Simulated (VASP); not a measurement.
# Al2O3: single point with PBEsol+D3(BJ)

Al2O3:

```
Al O
1.0
     2.97557    0.00000    0.00000
    -1.48778    2.57692    0.00000
     0.00000    0.00000    7.31454
Al O
2 3
Direct
  0.00000 0.00000 0.27193
  0.00000 0.00000 0.72807
  0.33333 0.66667 0.19055
  0.66667 0.33333 0.80945
  0.00000 0.00000 0.50000
```

| Property | Result |
| --- | --- |
| Program | VASP 6.6.1 |
| Task | single point |
| Functional | PBEsol |
| Dispersion | D3(BJ) |
| Potentials or basis | VASP PAW PBE potentials, release 64 (Al, O) |
| Cutoff | 520 eV |
| k mesh | 12 × 12 × 4 |
| Occupations | gaussian, width 0.01 eV |
| Spin | no spin polarisation |

```
Pressure                   : 0.3 GPa
Largest force              : 0.092 eV/Å
Band gap on the k mesh     : 2.41 eV
Dispersion energy per atom : -0.147 eV
```

Forces in eV/Å, atoms in the order of the input:
```
Al   0.000  0.000 -0.092
Al   0.000  0.000  0.092
O    0.000  0.000  0.000
O    0.000  0.000  0.000
O    0.000  0.000  0.000
```

Stress tensor (GPa, compression positive):
```
0.12 0.00 0.00
0.00 0.12 0.00
0.00 0.00 0.69
```

Levels at points of the mesh, in eV from the valence-band top:
```tsv
k point	band 8	band 9	band 10	band 11	band 12	band 13	band 14	band 15	band 16	band 17
(0.00, 0.00, 0.00)	-3.79	-3.79	-2.33	0.00	0.00	2.41	4.56	7.49	10.64	11.23
(0.50, 0.00, 0.00)	-4.38	-3.68	-3.20	-1.91	-0.53	4.40	6.26	8.29	9.20	9.84
(0.00, 0.00, 0.50)	-3.79	-3.69	-3.32	0.00	0.00	3.40	3.59	8.20	9.07	12.13
(0.50, 0.00, 0.50)	-4.42	-3.55	-3.53	-1.81	-0.52	4.99	5.47	8.28	8.78	10.62
```

It took 29 s on 1 thread of Intel(R) Xeon(R) 6975P-C (Granite Rapids) (shared host), peak memory 0.22 GiB.

Caveat: the PAW data sets were made with another functional, which shifts forces and pressure a little. A k mesh can miss the band edges.
